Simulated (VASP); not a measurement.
Crystal: HfC.

```
Hf C
1.0
     0.00000    2.32500    2.32500
     2.32500    0.00000    2.32500
     2.32500    2.32500    0.00000
Hf C
1 1
Direct
  0.50000 0.50000 0.50000
  0.00000 0.00000 0.00000
```

```yaml
Program: VASP 6.6.1
Task: relaxation of cell and atoms
Functional: BLYP
Dispersion: D3(BJ)
Potentials_or_basis: VASP PAW PBE potentials, release 64 (Hf_pv, C)
Cutoff: 600 eV
k_mesh: 10 × 10 × 10
Occupations: fermi-dirac, width 0.05 eV
Spin: no spin polarisation
```

At the start: pressure -3.9 GPa; volume 12.57 Å³/atom.

Question: How do energy, volume and symmetry change on relaxing?

Answer: Over 3 steps the energy falls by 2.5 meV/atom and the volume is 12.36 Å³/atom (-1.6 %); space group Fm-3m (No. 225, to 0.1 Å) before and after.

Step by step:
| step | energy change (eV) | largest force (eV/Å) | pressure (GPa) | volume (Å³) |
| --- | --- | --- | --- | --- |
| 1 | 0.0000 | 0.0000 | -3.90 | 25.14 |
| 2 | 0.0103 | 0.0000 | 7.37 | 24.04 |
| 3 | -0.0050 | 0.0000 | -0.02 | 24.73 |

Final structure:
```
Hf C
1.0
     0.00000    2.31237    2.31237
     2.31237    0.00000    2.31237
     2.31237    2.31237    0.00000
Hf C
1 1
Direct
  0.50000 0.50000 0.50000
  0.00000 0.00000 0.00000
```

Caveat: the PAW data sets were made with another functional, which shifts forces and pressure a little.
